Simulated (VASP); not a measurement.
A run of VASP 6.6.1 is set up as follows.

POSCAR

```
Li2O
1.0
    0.0000000000      2.3268543819      2.3268543819
    2.3268543819      0.0000000000      2.3268543819
    2.3268543819      2.3268543819      0.0000000000
Li O
2 1
Direct
    0.7500000000      0.7500000000      0.7500000000
    0.2500000000      0.2500000000      0.2500000000
    0.0000000000      0.0000000000      0.0000000000
```

File INCAR.step1:

```
ALGO = Normal ; EDIFF = 1E-5
ENCUT = 830 ; GGA = PE
GGA_COMPAT = False ; ISMEAR = 0
LASPH = True ; LCHARG = False
LREAL = False ; LWAVE = True
NBANDS = 13 ; NELM = 120
PREC = Accurate ; SIGMA = 0.1
```

The input INCAR.step2:

```
ALGO = Normal ; EDIFF = 1E-6
ENCUT = 830 ; GGA_COMPAT = False
ISIF = 2 ; ISMEAR = 0
ISTART = 1 ; LASPH = True
LCHARG = False ; LMIXTAU = True
LREAL = False ; LWAVE = False
METAGGA = R2SCAN ; NBANDS = 13
NELM = 120 ; PREC = Accurate
SIGMA = 0.1
```

KPOINTS

```
k-points
0
Gamma
  6 6 6
```

Potentials or basis: VASP PAW PBE potentials, release 64 (Li_sv, O).

The run is started by

```sh
$ cat potpaw_PBE.64/Li_sv/POTCAR potpaw_PBE.64/O/POTCAR > POTCAR
$ cp INCAR.step1 INCAR
$ mpirun -np 1 vasp_std > vasp.out
$ cp INCAR.step2 INCAR
$ mpirun -np 1 vasp_std > vasp.out
```

Question: Predict the pressure.

Answer: -4.5 GPa.

Question: Predict the band gap on the k mesh.

Answer: 5.62 eV (least direct gap 5.90 eV).

Caveat: the cell stands under tension; the PAW data sets were made with another functional, which shifts forces and pressure a little. A k mesh can miss the band edges.
